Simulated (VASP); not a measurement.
Input of a VASP 6.6.1 run:

File INCAR:

```
SYSTEM = MgO
PREC = Accurate
ENCUT = 600
EDIFF = 1E-6
ISMEAR = 0
SIGMA = 0.05
LREAL = .False.
LASPH = .True.
NELM = 120
ALGO = Normal
ISIF = 2
LWAVE = .False.
LCHARG = .False.
GGA = PE
NBANDS = 11
GGA_COMPAT = .False.
```

Contents of KPOINTS:

```
Automatic mesh
0
Gamma
  8 8 8
  0 0 0
```

Contents of POSCAR:

```
MgO
1.0
    2.6604928845      0.0000000000      0.0000000000
    0.0000000000      2.6604928845      0.0000000000
    0.0000000000      0.0000000000      2.6604928845
Mg O
1 1
Direct
    0.0000000000      0.0000000000      0.0000000000
    0.5000000000      0.5000000000      0.5000000000
```

Potentials or basis: VASP PAW PBE potentials, release 64 (Mg, O).

Launch:

```bash
$ cat potpaw_PBE.64/Mg/POTCAR potpaw_PBE.64/O/POTCAR > POTCAR
$ mpirun -np 1 vasp_std > vasp.out
```

Predict the pressure.

-1.0 GPa.

Estimate the band gap on the k mesh.

2.24 eV, indirect (least direct gap 3.21 eV).

A k mesh can miss the band edges.
